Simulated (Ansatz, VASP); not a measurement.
**Zr in VASP and in Ansatz**

Contents of INCAR:

```
SYSTEM = Zr
PREC = Accurate ; ENCUT = 520
EDIFF = 1E-8 ; ISMEAR = -1
SIGMA = 0.03 ; LREAL = .False.
LASPH = .True. ; NELM = 80
ALGO = Normal ; ISIF = 2
LWAVE = .False. ; LCHARG = .False.
GGA = CA ; LEFG = .True.
NBANDS = 19
```

File KPOINTS:

```
regular mesh
0
Gamma
  13 13 7
  0 0 0
```

POSCAR

```
Zr
1.0
    3.2643182047      0.0000000000      0.0000000000
   -1.6321591023      2.8269824913      0.0000000000
    0.0000000000      0.0000000000      5.1470000000
Zr
2
Direct
    0.3333333333      0.6666666667      0.2500000000
    0.6666666667      0.3333333333      0.7500000000
```

Input for Ansatz:

```yaml
crystal:
  lattice:
    - [3.2643182047, 0.0, 0.0]
    - [-1.6321591023, 2.8269824913, 0.0]
    - [0.0, 0.0, 5.147]
  atoms:
    - { symbol: Zr, position: [0.3333333333, 0.6666666667, 0.25] }
    - { symbol: Zr, position: [0.6666666667, 0.3333333333, 0.75] }
kpoints:
  mp_grid: { grid: [13, 13, 7] }
scf:
  occupations: { method: fermi_dirac, width: 0.03 }
hamiltonian:
  xc: lda
  pseudopotentials: { kind: paw }
output:
  forces: true
  stress: true
  eigenvalues: true
  efg: { contact_densities: true }
```

Change from the starting cell: equal xx and yy strain of +1 %, PAW files.

Alike in both runs: task electric field gradients; functional LDA; k mesh 13 × 13 × 7; occupations fermi-dirac, width 0.03 eV; no spin polarisation.

```csv
,VASP,Ansatz
version,VASP 6.6.1,Ansatz 0.2.0
potentials or method,"VASP PAW LDA potentials, release 64 (Zr_sv)","PAW with Ansatz's default frozen-core files, scalar-relativistic"
plane-wave cutoff (eV),520,420
valence electrons in the cell,24,24
```

Ansatz gave:

* pressure (GPa): -7.7
* traceless stress, the component that is largest in VASP (GPa): 0.93
* size of Vzz on the site where it differs most (V/Å²): 44.0

Q: What did VASP give for the same quantities?

A: Pressure (GPa): -7.6; traceless stress, the component that is largest in VASP (GPa): 0.94; size of Vzz on the site where it differs most (V/Å²): 44.0.

LDA's correlation is that of Perdew and Zunger in VASP and of Perdew and Wang (1992) in Ansatz.
